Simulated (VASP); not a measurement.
# CaSe (Fm-3m) in VASP: notebook

CaSe is run at these levels: r2SCAN, PBE, HSE06; tasks: single point.

Program: VASP 6.6.1. These are calculated values, not measurements. Logs are shortened: lines on timing, memory, paths and dates and some standing lists are left out, and cuts for length are marked.

### Step 1. The cell of the first run

The structure is cubic, space group Fm-3m (No. 225). Conventional cell: a = 5.935 Å, b = 5.935 Å, c = 5.935 Å, α = 90.00°, β = 90.00°, γ = 90.00°. Ca (site symmetry m-3m) has 6 Se at 2.97 Å within 3.9 Å. Se (site symmetry m-3m) has 6 Ca at 2.97 Å within 3.9 Å.

### Step 2. Single point, r2SCAN

Contents of POSCAR:

```
CaSe
1.0
    0.0000000000      2.9675351113      2.9675351113
    2.9675351113      0.0000000000      2.9675351113
    2.9675351113      2.9675351113      0.0000000000
Ca Se
1 1
Direct
    0.0000000000      0.0000000000      0.0000000000
    0.5000000000      0.5000000000      0.5000000000
```

Contents of INCAR.step1:

```
ALGO = Normal
EDIFF = 1E-4
ENCUT = 520
GGA = PE
ISMEAR = 0
LASPH = T
LCHARG = F
LREAL = F
LWAVE = T
NBANDS = 15
NELM = 60
PREC = Accurate
SIGMA = 0.01
```

Contents of INCAR.step2:

```
ALGO = Normal
EDIFF = 1E-6
ENCUT = 520
ISIF = 2
ISMEAR = 0
ISTART = 1
LASPH = T
LCHARG = F
LMIXTAU = T
LREAL = F
LWAVE = F
METAGGA = R2SCAN
NBANDS = 15
NELM = 60
PREC = Accurate
SIGMA = 0.01
```

Contents of KPOINTS:

```
k-points
0
Gamma
  4 4 4
```

Potentials or basis: VASP PAW PBE potentials, release 64 (Ca_sv, Se).

Command:

```
$ cat potpaw_PBE.64/Ca_sv/POTCAR potpaw_PBE.64/Se/POTCAR > POTCAR
$ cp INCAR.step1 INCAR
$ mpirun -np 1 vasp_std > vasp.out
$ cp INCAR.step2 INCAR
$ mpirun -np 1 vasp_std > vasp.out
```

OUTCAR:

```text
EDIFF = 1E-6
   ENCUT = 520
   ISIF = 2
   ISMEAR = 0
   ISTART = 1
   LASPH = T
   LREAL = F
   METAGGA = R2SCAN
   NELM = 60
   PREC = Accurate

 ion  position               nearest neighbor table
   1  0.000  0.000  0.000-   2 2.97   2 2.97   2 2.97   2 2.97   2 2.97   2 2.97
   2  0.500  0.500  0.500-   1 2.97   1 2.97   1 2.97   1 2.97   1 2.97   1 2.97

  LATTYP: Found a face centered cubic cell.
 ALAT       =     5.9350702226

  Lattice vectors:

 A1 = (   0.0000000000,   2.9675351113,   2.9675351113)
 A2 = (   2.9675351113,   0.0000000000,   2.9675351113)
 A3 = (   2.9675351113,   2.9675351113,   0.0000000000)

Analysis of symmetry for initial positions (statically):
=====================================================================
 Subroutine PRICEL returns:
 Original cell was already a primitive cell.

 Routine SETGRP: Setting up the symmetry group for a
 face centered cubic supercell.

 Subroutine GETGRP returns: Found 48 space group operations
 (whereof 48 operations were pure point group operations)
 out of a pool of 48 trial point group operations.

The static configuration has the point symmetry O_h .

Analysis of symmetry for dynamics (positions and initial velocities):
=====================================================================
 Subroutine PRICEL returns:
 Original cell was already a primitive cell.

 Routine SETGRP: Setting up the symmetry group for a
 face centered cubic supercell.

 Subroutine GETGRP returns: Found 48 space group operations
 (whereof 48 operations were pure point group operations)
 out of a pool of 48 trial point group operations.

The dynamic configuration has the point symmetry O_h .

 Subroutine INISYM returns: Found 48 space group operations
 (whereof 48 operations are pure point group operations),
 and found     1 'primitive' translations

----------------------------------------------------------------------------------------

                                     Primitive cell

  volume of cell :      52.2658

  direct lattice vectors                    reciprocal lattice vectors
     0.000000000  2.967535111  2.967535111    -0.168490003  0.168490003  0.168490003
     2.967535111  0.000000000  2.967535111     0.168490003 -0.168490003  0.168490003
     2.967535111  2.967535111  0.000000000     0.168490003  0.168490003 -0.168490003

  length of vectors
     4.196728401  4.196728401  4.196728401     0.291833246  0.291833246  0.291833246

  position of ions in fractional coordinates (direct lattice)
     0.000000000  0.000000000  0.000000000
     0.500000000  0.500000000  0.500000000

  ion indices of the primitive-cell ions
   primitive index   ion index
[... 70 lines left out ...]
   EMIN   =  10.00;   EMAX   =-10.00  energy-range for DOS
   EFERMI =   0.00;   METHOD = LEGACY
   ISMEAR =     0;   SIGMA  =   0.01  broadening in eV -4-tet -1-fermi 0-gaus
   EFERMI_NEDOS =   21; number of points for ismear=-14 and -15
   IALGO  =     38    algorithm
   IMIX   =      4    mixing-type and parameters
     AMIX     =   0.40;   BMIX     =  1.00
     AMIX_MAG =   1.60;   BMIX_MAG =  1.00
  volume/ion in A,a.u.               =      26.13       176.35
  Fermi-wavevector in a.u.,A,eV,Ry     =   1.103339  2.085008 16.563146  1.217357
  Thomas-Fermi vector in A             =   2.239796
   LORBIT       =      0    0 simple, 1 ext, 2 COOP (PROOUT), +10 PAW based schemes
   METAGGA = R2SCAN    functional components
   LHFCALC =     F    Hartree Fock is set to
   AEXX    =    0.0000 exact exchange contribution
   IVDW    =     0    specifies the selected vdW correction
   LEPSILON=     F    determine dielectric tensor
   LRPA    =     F    only Hartree local field effects (RPA)
 non-spin polarized calculation
 Gauss-broadening in eV      SIGMA  =   0.01
  energy-cutoff  :      520.00
  volume of cell :       52.27
 maximum number of plane-waves:      1424
   NGX = 15   NGY = 15   NGZ = 15

 number of electron      15.9999997 magnetization

 Free energy of the ion-electron system (eV)
  ---------------------------------------------------
  ext. energy  EPLUGINS =         0.00000000
  ---------------------------------------------------
  free energy    TOTEN  =       -25.96655233 eV

  energy without entropy =      -25.96655233  energy(sigma->0) =      -25.96655233

 E-fermi :   2.1715     XC(G=0):  -9.5326

 val. band max:        2.1234797435   @ k =   0.0000   0.0000   0.0000
 cond. band min:       4.6323441713   @ k =   0.5000   0.5000   0.0000
 fundamental gap:      2.5088644278
 Fermi energy:         2.1714770463

 k-point     1 :       0.0000    0.0000    0.0000
  band No.  band energies     occupation
      1     -39.2169      2.00000
      2     -19.3262      2.00000
      3     -19.3262      2.00000
      4     -19.3261      2.00000
      5     -10.0335      2.00000
      6       2.1235      2.00000
      7       2.1235      2.00000
      8       2.1235      2.00000
      9       6.1980      0.00000
     10       6.3446      0.00000
     11       6.3447      0.00000
     12       6.3447      0.00000
     13       6.9332      0.00000
     14       6.9332      0.00000
[... 113 lines left out ...]
      2     -19.3810      2.00000
      3     -19.3809      2.00000
      4     -19.3643      2.00000
      5      -9.3523      2.00000
      6       0.1571      2.00000
      7       0.1571      2.00000
      8       0.4778      2.00000
      9       7.0473      0.00000
     10       7.0473      0.00000
     11       7.9774      0.00000
     12       8.4507      0.00000
     13       8.7402      0.00000
     14      11.4481      0.00000
     15      11.8729      0.00000

------------------------ aborting loop because EDIFF is reached ----------------------------------------

  FORCE on cell =-STRESS in cart. coord.  units (eV):
  Direction    XX          YY          ZZ          XY          YZ          ZX
  --------------------------------------------------------------------------------------
  -------------------------------------------------------------------------------------
  Total        0.1112626      0.1112626      0.1112626      0.0000000      0.0000000      0.0000000
  in kB        3.4106894      3.4106894      3.4106894      0.0000000      0.0000000      0.0000000
  external PRESSURE =       3.4106894 kB  Pullay stress =       0.0000000 kB

 VOLUME and BASIS-vectors are now :
 -----------------------------------------------------------------------------
  energy-cutoff  :      520.00
  volume of cell :       52.27
      direct lattice vectors                 reciprocal lattice vectors
     0.000000000  2.967535111  2.967535111    -0.168490003  0.168490003  0.168490003
     2.967535111  0.000000000  2.967535111     0.168490003 -0.168490003  0.168490003
     2.967535111  2.967535111  0.000000000     0.168490003  0.168490003 -0.168490003

 POSITION                                       TOTAL-FORCE (eV/Angst)
 -----------------------------------------------------------------------------------
      0.00000      0.00000      0.00000         0.000000     -0.000000      0.000000
      2.96754      2.96754      2.96754         0.000000      0.000000     -0.000000
 -----------------------------------------------------------------------------------
    total drift:                                0.000000     -0.000000     -0.000000

  FREE ENERGIE OF THE ION-ELECTRON SYSTEM (eV)
  ---------------------------------------------------
  free  energy   TOTEN  =       -25.9665523263 eV

  energy  without entropy=      -25.9665523263  energy(sigma->0) =      -25.96655233
```

OUTCAR.step1:

```text
EDIFF = 1E-4
   ENCUT = 520
   GGA = PE
   ISMEAR = 0
   LASPH = T
[... 345 lines left out ...]
 -----------------------------------------------------------------------------------
      0.00000      0.00000      0.00000        -0.000000      0.000000     -0.000000
      2.96754      2.96754      2.96754         0.000000      0.000000      0.000000
 -----------------------------------------------------------------------------------
    total drift:                                0.000000     -0.000000     -0.000000

  FREE ENERGIE OF THE ION-ELECTRON SYSTEM (eV)
  ---------------------------------------------------
  free  energy   TOTEN  =        -9.4681429394 eV

  energy  without entropy=       -9.4681429394  energy(sigma->0) =       -9.46814294
```

Run time: 21 s. Hardware: 1 thread of Intel Xeon Platinum 8488C (Sapphire Rapids), shared host; peak memory 0.18 GiB.

What came out:

- Free energy: -25.9666 eV
- Pressure: 0.3 GPa
- Band gap on the k mesh: 2.51 eV (least direct gap 3.45 eV)

Levels at points of the mesh, in eV from the valence-band top:
| k point | band 6 | band 7 | band 8 | band 9 | band 10 | band 11 |
| --- | --- | --- | --- | --- | --- | --- |
| (0.00, 0.00, 0.00) | 0.00 | 0.00 | 0.00 | 4.07 | 4.22 | 4.22 |
| (0.50, 0.00, 0.00) | -3.24 | -1.17 | -1.17 | 5.10 | 6.06 | 6.08 |
| (0.50, 0.50, 0.00) | -2.52 | -0.94 | -0.94 | 2.51 | 5.59 | 5.76 |

Caveat: the k points lie up to 0.46 Å⁻¹ apart; the PAW data sets were made with another functional, which shifts forces and pressure a little.

### Step 3. Single point, PBE

Contents of INCAR:

```
ALGO     = Normal         # electronic algorithm
EDIFF    = 1E-6           # SCF threshold, eV
ENCUT    = 520            # plane-wave cutoff, eV
GGA      = PE             # functional
ISIF     = 2              # what is computed and relaxed
ISMEAR   = 0              # smearing method
LASPH    = True           # aspherical terms in the spheres
LCHARG   = False          # write CHGCAR
LREAL    = False          # projectors in reciprocal space
LWAVE    = False          # write WAVECAR
NBANDS   = 15             # bands
NELM     = 80             # most SCF steps
PREC     = Accurate       # precision mode
SIGMA    = 0.01           # smearing width, eV
```

Contents of KPOINTS:

```
k-points
0
Gamma
  6 6 6
```

POSCAR is that of step 2.

Potentials or basis: VASP PAW PBE potentials, release 64 (Ca_sv, Se).

Command:

```
$ cat potpaw_PBE.64/Ca_sv/POTCAR potpaw_PBE.64/Se/POTCAR > POTCAR
$ mpirun -np 1 vasp_std > vasp.out
```

It took 8.6 s on 1 thread of Intel Xeon Platinum 8488C (Sapphire Rapids), shared host; peak memory 0.17 GiB.

The run converged. Its results:

| Quantity | Value |
| --- | --- |
| Free energy | -9.4832 eV |
| Pressure | 0.7 GPa |
| Band gap on the k mesh | 2.05 eV (least direct gap 2.97 eV) |

Levels at points of the mesh, in eV from the valence-band top:
| k point | band 4 | band 5 | band 6 | band 7 | band 8 | band 9 | band 10 | band 11 | band 12 | band 13 |
| --- | --- | --- | --- | --- | --- | --- | --- | --- | --- | --- |
| (0.00, 0.00, 0.00) | -20.77 | -11.76 | 0.00 | 0.00 | 0.00 | 3.29 | 3.71 | 3.71 | 3.71 | 4.27 |
| (0.50, 0.00, 0.00) | -20.78 | -11.09 | -3.25 | -1.18 | -1.18 | 4.50 | 5.45 | 5.48 | 5.48 | 7.46 |
| (0.50, 0.50, 0.00) | -20.81 | -11.20 | -2.49 | -0.92 | -0.92 | 2.05 | 5.01 | 5.02 | 5.98 | 6.01 |

A k mesh can miss the band edges.

(Part 1 of 2 ends here.)
